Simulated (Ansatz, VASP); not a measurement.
**KTaO3: VASP beside Ansatz**

File INCAR:

```
  PREC = Accurate
  ENCUT = 520
  EDIFF = 1E-8
  ISMEAR = -1
  SIGMA = 0.01
  LREAL = F
  LASPH = T
  NELM = 80
  ALGO = Normal
  ISIF = 2
  LWAVE = F
  LCHARG = F
  LEFG = T
  NBANDS = 27
```

The input KPOINTS:

```
Automatic mesh
0
Gamma
  5 5 5
```

File POSCAR:

```
KTaO3
1.0
    3.9085340000      0.0000000000      0.0000000000
    0.0000000000      3.9085340000      0.0000000000
    0.0000000000      0.0000000000      3.9883000000
K Ta O
1 1 3
Direct
    0.5000000000      0.5000000000      0.5000000000
    0.0000000000      0.0000000000      0.0000000000
    0.5000000000      0.0000000000      0.0000000000
    0.0000000000      0.5000000000      0.0000000000
    0.0000000000      0.0000000000      0.5000000000
```

Input for Ansatz:

```yaml
crystal:
  lattice:
    - [3.908534, 0.0, 0.0]
    - [0.0, 3.908534, 0.0]
    - [0.0, 0.0, 3.9883]
  atoms:
    - { symbol: K, position: [0.5, 0.5, 0.5] }
    - { symbol: Ta, position: [0.0, 0.0, 0.0] }
    - { symbol: O, position: [0.5, 0.0, 0.0] }
    - { symbol: O, position: [0.0, 0.5, 0.0] }
    - { symbol: O, position: [0.0, 0.0, 0.5] }
kpoints:
  mp_grid: { grid: [5, 5, 5] }
scf:
  occupations: { method: fermi_dirac, width: 0.01 }
hamiltonian:
  xc: lda
  pseudopotentials: { kind: all_electron, datasets: crystal }
output:
  forces: true
  stress: true
  eigenvalues: true
  efg: { contact_densities: true }
```

Change from the starting cell: equal xx and yy strain of -2 %, crystal datasets.

Alike in both runs: task electric field gradients; functional LDA; k mesh 5 × 5 × 5; occupations fermi-dirac, width 0.01 eV; no spin polarisation.

|  | VASP | Ansatz |
| --- | --- | --- |
| version | VASP 6.6.1 | Ansatz 0.2.0 |
| potentials or method | VASP PAW LDA potentials, release 64 (K_sv, Ta_pv, O), cutoff 520 eV | all-electron PAW with datasets made for the crystal, scalar-relativistic |

Ansatz gave:

```
gap on the k mesh at the Fermi level (eV)                     : 2.26
pressure (GPa)                                                : 3.1
traceless stress, the component that is largest in VASP (GPa) : -5.63
size of Vzz on the site where it differs most (V/Å²)          : 113.5
```

**Question.** Which values does VASP return?

**Answer.** gap on the k mesh at the Fermi level (eV): 2.20; pressure (GPa): 4.5; traceless stress, the component that is largest in VASP (GPa): -5.78; size of Vzz on the site where it differs most (V/Å²): 119.1.

LDA's correlation is that of Perdew and Zunger in VASP and of Perdew and Wang (1992) in Ansatz. Ansatz ran all-electron here, and VASP with PAW potentials.

Spin-orbit coupling is off throughout.
